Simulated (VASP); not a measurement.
Set up this calculation in VASP 6.6.1, as the native input.

```
Task                   : single point
Functional             : PBE
Dispersion             : D3(BJ)
Potentials or basis    : VASP PAW PBE potentials, release 64 (C_h, O_h, H_h)
Cutoff                 : 910 eV
k mesh                 : 1 × 1 × 1
Occupations            : fermi-dirac, width 0.02 eV
Spin                   : no spin polarisation
Dipole correction      : no
Second run             : hard_potentials
Further INCAR settings : LREAL = Auto; ALGO = Normal; EDIFF = 1e-06; NBANDS = 64
```

The structure of H6C2O lies in POSCAR:

```
H6C2O
1.0
    7.2936330000      0.0000000000      0.0000000000
    0.0000000000      7.2936330000      0.0000000000
    0.0000000000      0.0000000000      7.2936330000
C O H
8 4 24
Direct
    0.2068738404      0.5207441596      0.3043531699
    0.0490737184      0.6518778605      0.2768487472
    0.5927225357      0.2860791089      0.7001072921
    0.7686786124      0.1871590678      0.7487478136
    0.3292737582      0.7173443322      0.8776455677
    0.1462821633      0.6947353079      0.7835582864
    0.5510497533     -0.0020964651      0.2167255363
    0.3951438306      0.1312945121      0.1881603419
   -0.1134413062      0.5445060793      0.2495732391
    0.7450603210     -0.0035998288      0.7097475238
    0.1252910250      0.5058355709      0.7355447872
    0.2234079709      0.0358885750      0.1900883248
   -0.2137102072      0.6284224211      0.2259647402
    0.0350907355      0.7447356874      0.3949338474
    0.0768643315      0.7381677605      0.1569069587
    0.3366446383      0.5940859719      0.3227257073
    0.1847097167      0.4338502000      0.4250767790
    0.2192456852      0.4337089854      0.1826008484
    0.8586363959     -0.0660174088      0.7400480413
    0.8835540477      0.2428449372      0.6674946814
    0.8021303612      0.2083509304      0.8947654899
    0.6038785689      0.4329589036      0.7294369779
    0.5617605977      0.2689853471      0.5542910137
    0.4776962886      0.2312106892      0.7795994852
    0.0073033979      0.4913670495      0.6757060760
    0.0344908461      0.7370570580      0.8767355587
    0.1410421279      0.7835199914      0.6613073532
    0.3455983502      0.8591704804      0.9225027137
    0.3375340771      0.6287265150      0.9984099969
    0.4415768215      0.6818997577      0.7845491490
    0.1261394198      0.1255447682      0.1738355382
    0.3982125746      0.2333451890      0.2985464011
    0.4113736970      0.2058079572      0.0576647749
    0.6814222944      0.0722477508      0.2193185914
    0.5339887383     -0.0733225924      0.3478841294
    0.5559571723     -0.1028849299      0.1058488171
```

One way to write it, as run:

INCAR

```
SYSTEM = H6C2O
ALGO     = Normal         ! electronic algorithm
EDIFF    = 1E-6           ! SCF threshold, eV
ENCUT    = 910            ! plane-wave cutoff, eV
GGA      = PE             ! functional
GGA_COMPAT= .FALSE.      
ISIF     = 2              ! what is computed and relaxed
ISMEAR   = -1             ! smearing method
IVDW     = 12             ! dispersion correction
LASPH    = .TRUE.         ! aspherical terms in the spheres
LCHARG   = .FALSE.        ! write CHGCAR
LREAL    = Auto         
LWAVE    = .FALSE.        ! write WAVECAR
NBANDS   = 64             ! bands
NELM     = 120            ! most SCF steps
PREC     = Accurate       ! precision mode
SIGMA    = 0.02           ! smearing width, eV
```

KPOINTS

```
k-points
0
G
  1 1 1
  0 0 0
```

Potentials or basis: VASP PAW PBE potentials, release 64 (C_h, O_h, H_h).

Command:

```sh
$ cat potpaw_PBE.64/C_h/POTCAR potpaw_PBE.64/O_h/POTCAR potpaw_PBE.64/H_h/POTCAR > POTCAR
$ mpirun -np 1 vasp_gam > vasp.out
```

It gave:

```json
{
 "Pressure": "0.5 GPa",
 "Largest force": "0.193 eV/Å",
 "Band gap on the k mesh": "4.63 eV",
 "Dispersion energy per atom": "-0.037 eV"
}
```

Caveat: the k points lie up to 0.86 Å⁻¹ apart; the cutoff is under 1.25 times the usual one of these potentials, so pressure, stress and relaxed cells hold a basis-set (Pulay) error.

Wall time 85 s on 1 thread of Intel(R) Xeon(R) Platinum 8375C CPU @ 2.90GHz (Ice Lake), on a shared host, peak memory 0.67 GiB.
